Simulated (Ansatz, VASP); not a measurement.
## Li in VASP and in Ansatz

```xyz
4
Lattice="0.0000 -0.0043 3.1200 5.2032 -0.5182 0.0104 -3.0421 5.2804 -0.0095" Properties=species:S:1:pos:R:3 pbc="T T T"
Li    0.0027   -0.0036    0.7856
Li    3.6842    2.1241    0.7809
Li    2.5995   -0.2663    2.3428
Li    1.0777    2.3813    2.3420
```

Change from the starting cell: cell x4, atoms moved at random (sigma 0.15 Å) and cell strained at random (1.5 %), then relaxed without symmetry.

Alike in both runs: functional PBE; k mesh 8 × 6 × 6; occupations gaussian, width 0.2 eV; no spin polarisation.

Ansatz relaxed the structure, and its values are those at the end. VASP's run is a single point on that final structure, the one shown.

|  | VASP | Ansatz |
| --- | --- | --- |
| version | VASP 6.6.1 | Ansatz 0.2.0 |
| potentials or method | VASP PAW PBE potentials, release 64 (Li_sv), cutoff 520 eV | scalar-relativistic, plane waves, PAW |
| valence electrons in the cell | 12 | 12 |

|  | VASP | Ansatz | Ansatz less VASP |
| --- | --- | --- | --- |
| gap on the k mesh at the Fermi level (eV) | none | none | - |
| rms of the force components (eV/Å) | 0.007 | 0.007 | -0.0001 |

A gap of «none» marks a metal or a gap that the smearing closes.

Noted on VASP's run: the cutoff is under 1.25 times that of the potentials, so the pressure is a little rough.
